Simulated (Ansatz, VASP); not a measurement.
## Ti in VASP and in Ansatz

The input INCAR:

```
  ALGO = Normal
  EDIFF = 1E-7
  ENCUT = 520
  GGA = PE
  ISIF = 2
  ISMEAR = -1
  LASPH = T
  LCHARG = F
  LREAL = F
  LWAVE = F
  NBANDS = 19
  NELM = 100
  PREC = Accurate
  SIGMA = 0.08
```

Contents of KPOINTS:

```
k-points
0
Gamma
  12 12 12
```

File POSCAR:

```
Ti
1.0
    0.0000000000      2.6942055839      2.6942055839
    2.6942055839      0.0000000000      2.6942055839
    2.6942055839      2.6942055839      0.0000000000
Ti
2
Direct
   -0.1250000000     -0.1250000000     -0.1250000000
    0.1250000000      0.1250000000      0.1250000000
```

Input for Ansatz:

```yaml
crystal:
  lattice:
    - [0.0, 2.6942055839, 2.6942055839]
    - [2.6942055839, 0.0, 2.6942055839]
    - [2.6942055839, 2.6942055839, 0.0]
  atoms:
    - { symbol: Ti, position: [-0.125, -0.125, -0.125] }
    - { symbol: Ti, position: [0.125, 0.125, 0.125] }
kpoints:
  mp_grid: { grid: [12, 12, 12] }
scf:
  occupations: { method: fermi_dirac, width: 0.08 }
hamiltonian:
  xc: pbe
  pseudopotentials: { kind: paw }
output:
  forces: true
  stress: true
  eigenvalues: true
  populations: true
```

Change from the starting cell: volume scaled by 0.85, PAW files.

Alike in both runs: task single point; functional PBE; k mesh 12 × 12 × 12; occupations fermi-dirac, width 0.08 eV; no spin polarisation.

|  | VASP | Ansatz |
| --- | --- | --- |
| version | VASP 6.6.1 | Ansatz 0.2.0 |
| potentials or method | VASP PAW PBE potentials, release 64 (Ti_sv) | PAW with Ansatz's default frozen-core files, scalar-relativistic |
| plane-wave cutoff (eV) | 520 | 420 |
| valence electrons in the cell | 24 | 24 |

|  | VASP | Ansatz | Ansatz less VASP |
| --- | --- | --- | --- |
| pressure (GPa) | 7.0 | 6.5 | -0.45 |

With one functional, cell and mesh, what is left measures potentials, basis and numerics.
